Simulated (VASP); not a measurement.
Runs of VASP 6.6.1 on AlBiO4. The structure is that of space group F-43m (No. 216), or close to it. The cells are those of the table. 

```csv
task,cell,k mesh,cutoff (eV),gap on the mesh (eV),pressure (GPa),relaxed volume (Å³/atom),largest force (eV/Å)
single point,"a = 4.671 Å, angles 60.0°, 6 atoms",10 × 10 × 10,520,none,-0.2,-,-
single point,"a = 4.674 Å, angles 60.0°, 6 atoms",4 × 4 × 4,520,none,-0.2,-,0.01
relaxation of cell and atoms,"relaxed from a = 4.674 Å, angles 60.0°, 6 atoms",10 × 10 × 10,600,none,0.1,(a),-
single point,"a = 4.842 Å, angles 60.0°, 6 atoms",4 × 4 × 4,520,none,-9.4,-,0.51
relaxation of cell and atoms,"relaxed from a = 4.842 Å, angles 60.0°, 6 atoms",4 × 4 × 4,600,none,-0.2,12.02,0.01
```

Alike in all rows: level PBE; potentials or basis VASP PAW PBE potentials, release 64 (Al, Bi_d, O); no spin polarisation; smearing gaussian 0.1 eV.

**Question.** Estimate the missing entries.

**Answer.** (a) 11.98.

Caveats: some runs use coarse meshes; spin-orbit coupling is left out, which moves the levels of the heavy elements.

A k mesh can miss the band edges, and the runs leave out spin-orbit coupling on Bi.

A gap of «none» marks levels without a gap at the run's occupations.
